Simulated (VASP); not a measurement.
Set up this calculation in VASP 6.6.1, as the native input.

* Task: relaxation of cell and atoms
* Functional: PBE
* Potentials or basis: VASP PAW PBE potentials, release 64 (Li_sv, Be, F)
* Cutoff: 600 eV
* k mesh: 6 × 6 × 6
* Occupations: gaussian, width 0.1 eV
* Spin: no spin polarisation
* Dipole correction: no
* Further INCAR settings: ALGO = Normal; EDIFF = 1e-06; IBRION = 2; EDIFFG = -0.04; NSW = 90; ISIF = 3

The structure of LiBeF3 lies in POSCAR:

```
LiBeF3
1.0
    3.5411025478      0.0000000000      0.0000000000
    0.0000000000      3.5411025478      0.0000000000
    0.0000000000      0.0000000000      3.5411025478
Li Be F
1 1 3
Direct
    0.5000000000      0.5000000000      0.5000000000
    0.0000000000      0.0000000000      0.0000000000
    0.0000000000      0.5000000000      0.5000000000
    0.5000000000      0.0000000000      0.5000000000
    0.5000000000      0.5000000000      0.0000000000
```

These files were run (other wordings do the same):

INCAR

```
SYSTEM = LiBeF3
ALGO = Normal
EDIFF = 1E-6
EDIFFG = -0.04
ENCUT = 600
GGA = PE
IBRION = 2
ISIF = 3
ISMEAR = 0
LASPH = .TRUE.
LCHARG = .FALSE.
LREAL = .FALSE.
LWAVE = .FALSE.
NELM = 60
NSW = 90
PREC = Accurate
SIGMA = 0.1
```

KPOINTS

```
k-points
0
G
  6 6 6
  0 0 0
```

Potentials or basis: VASP PAW PBE potentials, release 64 (Li_sv, Be, F).

Command:

```sh
$ cat potpaw_PBE.64/Li_sv/POTCAR potpaw_PBE.64/Be/POTCAR potpaw_PBE.64/F/POTCAR > POTCAR
$ mpirun -np 1 vasp_std > vasp.out
```

Results of the run:

```
Pressure after relaxing : -0.3 GPa
Band gap on the k mesh  : 1.58 eV, indirect (least direct gap 1.93 eV)
```

Caveat: the cutoff is under 1.25 times the usual one of these potentials, so pressure, stress and relaxed cells hold a basis-set (Pulay) error; the relaxation stopped at its first step, so nothing moved.

Wall time 9.7 s on 1 thread of AMD EPYC 9R14 (Zen 4), with other jobs on the host, peak memory 0.13 GiB.
